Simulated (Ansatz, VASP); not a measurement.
**Be: VASP beside Ansatz**

```
Be
1.0
     3.74681   -0.01873   -0.01873
    -0.01873    3.74681   -0.01873
    -0.01141   -0.01141    2.28128
Be
4
Direct
  0.29741 0.29741 0.00000
  0.70259 0.70259 0.00000
  0.20259 0.79741 0.50000
  0.79741 0.20259 0.50000
```

Change from the starting cell: equal xy, yz and zx shear strains of -1 %.

Alike in both runs: task single point; functional PBEsol; k mesh 9 × 9 × 14; occupations fermi-dirac, width 0.05 eV; no spin polarisation.

|  | VASP | Ansatz |
| --- | --- | --- |
| version | VASP 6.6.1 | Ansatz 0.2.0 |
| potentials or method | VASP PAW PBE potentials, release 64 (Be), cutoff 520 eV | all-electron LAPW, scalar-relativistic |

|  | VASP | Ansatz | Ansatz less VASP |
| --- | --- | --- | --- |
| pressure (GPa) | -0.7 | -1.2 | -0.44 |
| traceless stress, the component that is largest in VASP (GPa) | 1.66 | 1.65 | -0.003 |
| rms of the force components (eV/Å) | 0.016 | 0.016 | -0.0002 |

VASP's potentials were made for PBE, not for PBEsol. Atom by atom the forces differ by 0.002 eV/Å (rms over components). Ansatz ran all-electron here, and VASP with PAW potentials.
